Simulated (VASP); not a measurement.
Write the native input for VASP 6.6.1 that does the following.

* Task: relaxation of cell and atoms
* Functional: PBEsol
* Dispersion: D3(BJ)
* Potentials or basis: VASP PAW PBE potentials, release 64 (Al)
* Cutoff: 600 eV
* k mesh: 18 × 18 × 10
* Occupations: gaussian, width 0.1 eV
* Spin: no spin polarisation
* Dipole correction: no
* Further INCAR settings: ALGO = Normal; EDIFF = 1e-06; IBRION = 2; EDIFFG = -0.005; NSW = 100; ISIF = 3

The structure of Al lies in POSCAR:

```
Al
1.0
    2.8124553515      0.0000000000      0.0000000000
   -1.4062276757      2.4356577814      0.0000000000
    0.0000000000      0.0000000000      4.8668500000
Al
2
Direct
    0.6666666700      0.3333333300      0.7500000000
    0.3333333300      0.6666666700      0.2500000000
```

This isn't the form of Al at room conditions, which is fcc.

One way to write it, as run:

INCAR

```
PREC     = Accurate       # precision mode
ENCUT    = 600            # plane-wave cutoff, eV
EDIFF    = 1E-6           # SCF threshold, eV
ISMEAR   = 0              # smearing method
SIGMA    = 0.1            # smearing width, eV
LREAL    = F              # projectors in reciprocal space
LASPH    = T              # aspherical terms in the spheres
NELM     = 80             # most SCF steps
ALGO     = Normal         # electronic algorithm
ISIF     = 3              # what is computed and relaxed
LWAVE    = F              # write WAVECAR
LCHARG   = F              # write CHGCAR
GGA      = PS             # functional
IVDW     = 12             # dispersion correction
IBRION   = 2              # ionic algorithm
NSW      = 100            # ionic steps
EDIFFG   = -0.005         # ionic threshold
```

KPOINTS

```
Automatic mesh
0
Gamma
  18 18 10
```

Potentials or basis: VASP PAW PBE potentials, release 64 (Al).

Launch:

```bash
$ cat potpaw_PBE.64/Al/POTCAR > POTCAR
$ mpirun -np 1 vasp_std > vasp.out
```

It gave:

```
Relaxed volume                        : 15.68 Å³/atom
Relaxed cell                          : a = 2.790 Å, b = 2.790 Å, c = 4.651 Å, α = 90.00°, β = 90.00°, γ = 120.00°
Space group after relaxing (to 0.1 Å) : P6_3/mmc (No. 194)
Energy gained by relaxing             : 17.1 meV/atom
Ionic steps                           : 12
Pressure after relaxing               : 0.0 GPa
Band gap on the k mesh                : zero (bands 3 and 4 overlap by 7.29 eV)
Dispersion energy per atom            : -0.334 eV
```

Caveat: the PAW data sets were made with another functional, which shifts forces and pressure a little.

Wall time 3.4 min on 1 thread of Intel Xeon 8259CL, with other jobs on the host, peak memory 0.21 GiB.
